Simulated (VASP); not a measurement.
# As (R-3m) in VASP: further runs

Runs on As. Level: PBEsol. Tasks: single point.

Everything below comes from runs of VASP 6.6.1. Logs are shortened: lines on timing, memory, paths and dates and some standing lists are left out, and cuts for length are marked.

**1. The cell of the first run**

It takes space group R-3m (No. 166, trigonal). Conventional cell: a = 3.782 Å, b = 3.782 Å, c = 10.104 Å, α = 90.00°, β = 90.00°, γ = 120.00°. Within 3.3 Å of As (site symmetry 3m) lie 6 As at 2.53 to 3.02 Å.

**2. Single point, PBEsol**

Input file INCAR:

```
ALGO = Normal
EDIFF = 1E-7
ENCUT = 520
GGA = PS
ISIF = 2
ISMEAR = -1
LASPH = True
LCHARG = False
LREAL = False
LWAVE = False
NBANDS = 12
NELM = 100
PREC = Accurate
SIGMA = 0.05
```

Input file KPOINTS:

```
k-points
0
Gamma
  11 11 11
```

Input file POSCAR:

```
As
1.0
    1.8909270794      1.0917272583      3.3680264293
   -1.8909270794      1.0917272583      3.3680264293
    0.0000000000     -2.1834545166      3.3680264293
As
2
Direct
    0.7698836697      0.7698836697      0.7698836697
    0.2301163303      0.2301163303      0.2301163303
```

Potentials or basis: VASP PAW PBE potentials, release 64 (As).

Launch:

```bash
$ cat potpaw_PBE.64/As/POTCAR > POTCAR
$ mpirun -np 1 vasp_std > vasp.out
```

OUTCAR:

```text
EDIFF = 1E-7
   ENCUT = 520
   GGA = PS
   ISIF = 2
   ISMEAR = -1
   LASPH = True
   LREAL = False
   NELM = 100
   PREC = Accurate

 ion  position               nearest neighbor table
   1  0.770  0.770  0.770-   2 2.53   2 2.53   2 2.53
   2  0.230  0.230  0.230-   1 2.53   1 2.53   1 2.53

  LATTYP: Found a trigonal (rhomboedric) cell.
 ALAT       =     4.0138604428
 COS(alpha) =     0.5561307890

  Lattice vectors:

 A1 = (   1.8909270794,   1.0917272583,   3.3680264293)
 A2 = (  -1.8909270794,   1.0917272583,   3.3680264293)
 A3 = (   0.0000000000,  -2.1834545166,   3.3680264293)

Analysis of symmetry for initial positions (statically):
=====================================================================
 Subroutine PRICEL returns:
 Original cell was already a primitive cell.

 Routine SETGRP: Setting up the symmetry group for a
 trigonal (rhombohedral) supercell.

 Subroutine GETGRP returns: Found 12 space group operations
 (whereof 12 operations were pure point group operations)
 out of a pool of 12 trial point group operations.

The static configuration has the point symmetry D_3d.

Analysis of symmetry for dynamics (positions and initial velocities):
=====================================================================
 Subroutine PRICEL returns:
 Original cell was already a primitive cell.

 Routine SETGRP: Setting up the symmetry group for a
 trigonal (rhombohedral) supercell.

 Subroutine GETGRP returns: Found 12 space group operations
 (whereof 12 operations were pure point group operations)
 out of a pool of 12 trial point group operations.

The dynamic configuration has the point symmetry D_3d.

 Subroutine INISYM returns: Found 12 space group operations
 (whereof 12 operations are pure point group operations),
 and found     1 'primitive' translations

----------------------------------------------------------------------------------------

                                     Primitive cell

  volume of cell :      41.7173

  direct lattice vectors                    reciprocal lattice vectors
     1.890927079  1.091727258  3.368026429     0.264420561  0.152663282  0.098969928
    -1.890927079  1.091727258  3.368026429    -0.264420561  0.152663282  0.098969928
     0.000000000 -2.183454517  3.368026429     0.000000000 -0.305326565  0.098969928

  length of vectors
     4.013860443  4.013860443  4.013860443     0.320966288  0.320966288  0.320966288

  position of ions in fractional coordinates (direct lattice)
     0.769883670  0.769883670  0.769883670
     0.230116330  0.230116330  0.230116330

  ion indices of the primitive-cell ions
   primitive index   ion index
                 1           1
                 2           2

----------------------------------------------------------------------------------------

 KPOINTS: k-points

Automatic generation of k-mesh.
 Grid dimensions read from file:
 generate k-points for:   11   11   11

 Generating k-lattice:

  Cartesian coordinates                     Fractional coordinates (reciprocal lattice)
     0.024038233  0.013878480  0.008997266     0.090909091  0.000000000 -0.000000000
    -0.024038233  0.013878480  0.008997266     0.000000000  0.090909091 -0.000000000
     0.000000000 -0.027756960  0.008997266    -0.000000000 -0.000000000  0.090909091

  Length of vectors
     0.029178753  0.029178753  0.029178753

  Shift w.r.t. Gamma in fractional coordinates (k-lattice)
     0.000000000  0.000000000  0.000000000

 Subroutine IBZKPT returns following result:
 ===========================================

 Found    146 irreducible k-points:

 Following reciprocal coordinates:
            Coordinates               Weight
  0.000000  0.000000  0.000000      1.000000
  0.090909 -0.000000  0.000000      6.000000
  0.181818  0.000000  0.000000      6.000000
  0.272727  0.000000  0.000000      6.000000
  0.363636 -0.000000  0.000000      6.000000
  0.454545 -0.000000  0.000000      6.000000
[... 16 lines left out ...]
 -0.272727  0.181818 -0.000000     12.000000
 -0.181818  0.181818  0.000000      6.000000
 [... further k-points ...]
   k-points           NKPTS =    146   k-points in BZ     NKDIM =    146   number of bands    NBANDS=     12
   number of dos      NEDOS =    301   number of ions     NIONS =      2
   total plane-waves  NPLWV =  27000
   dimension x,y,z NGX =    30 NGY =   30 NGZ =   30
   dimension x,y,z NGXF=    60 NGYF=   60 NGZF=   60
   ions per type =               2
   NGX,Y,Z   is equivalent  to a cutoff of  12.43, 12.43, 12.43 a.u.
   NGXF,Y,Z  is equivalent  to a cutoff of  24.85, 24.85, 24.85 a.u.
 SYSTEM =  unknown system
   PREC   = accura    normal or accurate (medium, high low for compatibility)
   ISTART =      0    job   : 0-new  1-cont  2-samecut
   ICHARG =      2    charge: 1-file 2-atom 10-const
   ISPIN  =      1    spin polarized calculation?
   LNONCOLLINEAR =      F non collinear calculations
   LSORBIT =      F    spin-orbit coupling
   LASPH  =      T    aspherical Exc in radial PAW
   ENCUT  =  520.0 eV  38.22 Ry    6.18 a.u.   7.46  7.46  7.46*2*pi/ulx,y,z
   NELM   =    100;   NELMIN=  2; NELMDL= -5     # of ELM steps
   EDIFF  = 0.1E-06   stopping-criterion for ELM
   LREAL  =      F    real-space projection
   EDIFFG = 0.1E-05   stopping-criterion for IOM
   NSW    =      0    number of steps for IOM
   IBRION =     -1    ionic relax: 0-MD 1-quasi-New 2-CG
   NFREE  =      0    steps in history (QN), initial steepest desc. (CG)
   ISIF   =      2    stress and relaxation
   ISYM   =      2    0-nonsym 1-usesym 2-fastsym
   POTIM  = 0.5000    time-step for ionic-motion
   TEBEG  =    0.0;   TEEND  =   0.0 temperature during run
   PSTRESS=    0.0 pullay stress
   NELECT =      10.0000    total number of electrons
   NUPDOWN=      -1.0000    fix difference up-down
   EMIN   =  10.00;   EMAX   =-10.00  energy-range for DOS
   EFERMI =   0.00;   METHOD = LEGACY
   ISMEAR =    -1;   SIGMA  =   0.05  broadening in eV -4-tet -1-fermi 0-gaus
   EFERMI_NEDOS =   21; number of points for ismear=-14 and -15
   IALGO  =     38    algorithm
   IMIX   =      4    mixing-type and parameters
     AMIX     =   0.40;   BMIX     =  1.00
     AMIX_MAG =   1.60;   BMIX_MAG =  1.00
  volume/ion in A,a.u.               =      20.86       140.76
  Fermi-wavevector in a.u.,A,eV,Ry     =   1.016958  1.921772 14.071189  1.034203
  Thomas-Fermi vector in A             =   2.150331
   LORBIT       =      0    0 simple, 1 ext, 2 COOP (PROOUT), +10 PAW based schemes
   GGA     = PS    functional components
   LHFCALC =     F    Hartree Fock is set to
   AEXX    =    0.0000 exact exchange contribution
   IVDW    =     0    specifies the selected vdW correction
   LEPSILON=     F    determine dielectric tensor
   LRPA    =     F    only Hartree local field effects (RPA)
 non-spin polarized calculation
  energy-cutoff  :      520.00
  volume of cell :       41.72
 maximum number of plane-waves:      1136
 NGX is ok and might be reduce to    30
   NGX = 15   NGY = 15   NGZ = 15

 number of electron      10.0000000 magnetization

 Free energy of the ion-electron system (eV)
  ---------------------------------------------------
  ext. energy  EPLUGINS =         0.00000000
  ---------------------------------------------------
  free energy    TOTEN  =       -10.22038251 eV

  energy without entropy =      -10.21976901  energy(sigma->0) =      -10.22007576

 E-fermi :   5.6886     XC(G=0): -10.2703

 val. band max:        5.5804791393   @ k =   0.4545  -0.0000   0.0000
 cond. band min:       5.8140185585   @ k =   0.3636   0.1818   0.1818
 fundamental gap:      0.2335394193
 Fermi energy:         5.6886042440

 k-point     1 :       0.0000    0.0000    0.0000
  band No.  band energies     occupation
      1      -9.5242      2.00000
      2       0.0804      2.00000
      3       3.2529      2.00000
      4       3.5594      2.00000
      5       3.5594      2.00000
      6       7.7055      0.00000
      7       8.7533      0.00000
      8       8.7533      0.00000
      9      12.0890      0.00000
     10      12.0890      0.00000
     11      12.5054      0.00000
     12      14.1569      0.00000

 k-point     2 :       0.0909   -0.0000    0.0000
  band No.  band energies     occupation
      1      -9.4120      2.00000
      2      -0.3907      2.00000
      3       3.2753      2.00000
      4       3.5027      2.00000
      5       3.6643      2.00000
      6       7.7932      0.00000
      7       8.4969      0.00000
      8       8.5727      0.00000
      9      11.5154      0.00000
     10      12.0195      0.00000
     11      12.0850      0.00000
     12      14.9217      0.00000

 k-point     3 :       0.1818    0.0000    0.0000
  band No.  band energies     occupation
      1      -9.0773      2.00000
      2      -1.4968      2.00000
      3       3.1892      2.00000
      4       3.3664      2.00000
      5       4.0031      2.00000
      6       7.5374      0.00000
      7       7.9648      0.00000
      8       8.0473      0.00000
      9      11.2434      0.00000
     10      11.9684      0.00000
     11      12.4148      0.00000
     12      16.5573      0.00000

 k-point     4 :       0.2727    0.0000    0.0000
  band No.  band energies     occupation
      1      -8.5266      2.00000
      2      -2.8394      2.00000
      3       3.1301      2.00000
      4       3.2170      2.00000
      5       4.3589      2.00000
      6       6.8564      0.00000
      7       7.1907      0.00000
      8       7.4018      0.00000
      9      11.9131      0.00000
     10      12.6322      0.00000
     11      13.4477      0.00000
     12      18.2681      0.00000

 k-point     5 :       0.3636   -0.0000    0.0000
  band No.  band energies     occupation
      1      -7.7780      2.00000
      2      -4.1950      2.00000
      3       3.1042      2.00000
      4       3.1553      2.00000
      5       4.7006      2.00000
      6       6.1720      0.00013
      7       6.4135      0.00000
      8       6.8732      0.00000
      9      12.9737      0.00000
     10      14.0902      0.00000
     11      14.9415      0.00000
     12      17.9366      0.00000
[... 228 lines left out ...]
      1      -6.4389      2.00000
      2      -5.4294      2.00000
      3       0.9028      2.00000
      4       2.5034      2.00000
      5       3.3778      2.00000
      6       7.2381      0.00000
      7       7.5285      0.00000
      8       9.3684      0.00000
      9      12.9938      0.00000
     10      14.6632      0.00000
     11      16.1196      0.00000
     12      17.6225      0.00000

 k-point    22 :      -0.3636    0.1818   -0.0000
  band No.  band energies     occupation
      1      -6.7952      2.00000
      2      -5.0478      2.00000
      3       0.8180      2.00000
      4       3.0268      2.00000
      5       3.6577      2.00000
      6       6.6518      0.00000
      7       7.0558      0.00000
      8       9.6726      0.00000
      9      12.9621      0.00000
     10      14.5133      0.00000
     11      15.1384      0.00000
     12      18.6849      0.00000

 k-point    23 :      -0.2727    0.1818   -0.0000
  band No.  band energies     occupation
      1      -7.6307      2.00000
      2      -3.9818      2.00000
      3       1.0227      2.00000
      4       3.6418      2.00000
      5       4.0152      2.00000
      6       6.2465      0.00003
      7       6.7205      0.00000
      8       9.7684      0.00000
      9      11.7078      0.00000
     10      13.5948      0.00000
     11      16.3323      0.00000
     12      17.6257      0.00000

 k-point    24 :      -0.1818    0.1818    0.0000
  band No.  band energies     occupation
      1      -8.3162      2.00000
      2      -2.9461      2.00000
      3       1.5783      2.00000
      4       4.1140      2.00000
      5       4.1181      2.00000
      6       6.2584      0.00002
      7       6.7126      0.00000
      8       9.4713      0.00000
      9      10.9316      0.00000
     10      13.1004      0.00000
     11      15.5204      0.00000
     12      15.5866      0.00000

 [... further k-points ...]
[... 5 lines left out ...]
  --------------------------------------------------------------------------------------
  -------------------------------------------------------------------------------------
  Total        0.1141825      0.1141825      0.0775828      0.0000000     -0.0000000      0.0000000
  in kB        4.3852521      4.3852521      2.9796168      0.0000000     -0.0000000      0.0000000
  external PRESSURE =       3.9167070 kB  Pullay stress =       0.0000000 kB

 VOLUME and BASIS-vectors are now :
 -----------------------------------------------------------------------------
  energy-cutoff  :      520.00
  volume of cell :       41.72
      direct lattice vectors                 reciprocal lattice vectors
     1.890927079  1.091727258  3.368026429     0.264420561  0.152663282  0.098969928
    -1.890927079  1.091727258  3.368026429    -0.264420561  0.152663282  0.098969928
     0.000000000 -2.183454517  3.368026429     0.000000000 -0.305326565  0.098969928

 POSITION                                       TOTAL-FORCE (eV/Angst)
 -----------------------------------------------------------------------------------
      0.00000      0.00000      7.77897         0.000000      0.000000     -0.059578
      0.00000      0.00000      2.32511         0.000000      0.000000      0.059578
 -----------------------------------------------------------------------------------
    total drift:                                0.000000      0.000000     -0.000000

  FREE ENERGIE OF THE ION-ELECTRON SYSTEM (eV)
  ---------------------------------------------------
  free  energy   TOTEN  =       -10.2203825071 eV

  energy  without entropy=      -10.2197690145  energy(sigma->0) =      -10.22007576
```

Run time: 66 s. Hardware: 1 thread of Intel Xeon Platinum 8488C (Sapphire Rapids), shared host; peak memory 0.2 GiB.

Results:

| Quantity | Value |
| --- | --- |
| Free energy | -10.2204 eV |
| Pressure | 0.4 GPa |
| Largest force | 0.060 eV/Å |
| Band gap on the k mesh | zero (band 5 reaches 5.81 eV, above the bottom of band 6 at 5.58 eV) |

Forces in eV/Å, atoms in the order of the input:
```
As   0.000  0.000 -0.060
As   0.000  0.000  0.060
```

Stress tensor (GPa, compression positive):
```
0.44 0.00 0.00
0.00 0.44 0.00
0.00 0.00 0.30
```

Caveat: the PAW data sets were made with another functional, which shifts forces and pressure a little.

**3. Single point, PBEsol**

Input file INCAR:

```
ALGO = Normal
EDIFF = 1E-6
ENCUT = 600
GGA = PS
GGA_COMPAT = False
ISIF = 2
ISMEAR = -1
LASPH = True
LCHARG = False
LREAL = False
LWAVE = False
NBANDS = 22
NELM = 120
PREC = Accurate
SIGMA = 0.05
```

KPOINTS is that of step 2.

POSCAR is that of step 2.

Potentials or basis: VASP PAW PBE potentials, release 64 (As_d).

Launch:

```bash
$ cat potpaw_PBE.64/As_d/POTCAR > POTCAR
$ mpirun -np 1 vasp_std > vasp.out
```

Run time: 35 s. Hardware: 1 thread of Intel Xeon 6975P-C (Granite Rapids), shared host; peak memory 0.26 GiB.

Results (log left out):

```yaml
Free_energy: -10.2522 eV
Pressure: 0.2 GPa
Largest_force: 0.009 eV/Å
Band_gap_on_the_k_mesh: zero (band 15 reaches 4.09 eV, above the bottom of band 16 at 3.85 eV)
```

Forces on the atoms (eV/Å):
```
As   0.000  0.000 -0.009
As   0.000  0.000  0.009
```

Levels at points of the mesh, in eV from the Fermi level:
| k point | band 12 | band 13 | band 14 | band 15 | band 16 | band 17 | band 18 | band 19 |
| --- | --- | --- | --- | --- | --- | --- | --- | --- |
| (0.00, 0.00, 0.00) | -5.63 | -2.44 | -2.13 | -2.13 | 2.03 | 3.07 | 3.07 | 6.44 |

Caveat: the PAW data sets were made with another functional, which shifts forces and pressure a little.
